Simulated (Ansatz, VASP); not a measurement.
In: VASP beside Ansatz

The input POSCAR:

```
In
1.0
    0.0000000000      2.3900925596      2.3900925596
    2.3900925596      0.0000000000      2.3900925596
    2.3900925596      2.3900925596      0.0000000000
In
1
Direct
    0.0000000000      0.0000000000      0.0000000000
```

The input INCAR.step1:

```
PREC = Accurate
ENCUT = 520
EDIFF = 1E-5
ISMEAR = 0
SIGMA = 0.05
LREAL = False
LASPH = True
NELM = 60
ALGO = Normal
ISIF = 2
LWAVE = True
LCHARG = False
NBANDS = 12
GGA = PE
```

INCAR.step2

```
PREC = Accurate
ENCUT = 520
EDIFF = 1E-6
ISMEAR = 0
SIGMA = 0.05
LREAL = False
LASPH = True
NELM = 60
ALGO = Normal
ISIF = 2
LWAVE = False
LCHARG = False
GGA = PE
LHFCALC = True
HFSCREEN = 0.2079
PRECFOCK = Normal
NBANDS = 12
ISTART = 1
```

File KPOINTS:

```
Automatic mesh
0
Gamma
  8 8 8
```

Input for Ansatz:

```yaml
crystal:
  lattice:
    - [0.0, 2.3900925596, 2.3900925596]
    - [2.3900925596, 0.0, 2.3900925596]
    - [2.3900925596, 2.3900925596, 0.0]
  atoms:
    - { symbol: In, position: [0.0, 0.0, 0.0] }
basis:
  ecutwfc: 420
  ecutrho_ratio: 4
kpoints:
  mp_grid: { grid: [8, 8, 8] }
hamiltonian:
  xc: hse06
scf:
  occupations: { method: gaussian, width: 0.05 }
output:
  forces: true
  stress: true
  eigenvalues: true
```

Alike in both runs: task single point; functional HSE06; k mesh 8 × 8 × 8; occupations gaussian, width 0.05 eV; no spin polarisation.

|  | VASP | Ansatz |
| --- | --- | --- |
| version | VASP 6.6.1 | Ansatz 0.2.0 |
| potentials or method | VASP PAW PBE potentials, release 64 (In_d), cutoff 520 eV | scalar-relativistic, plane waves, PAW |
| valence electrons in the cell | 13 | 13 |

```tsv
	VASP	Ansatz	Ansatz less VASP
pressure (GPa)	-1.0	-0.8	+0.22
```

Ansatz's warnings: filled band counts differ across k points, stress exchange threshold loose, stress scf threshold loose.
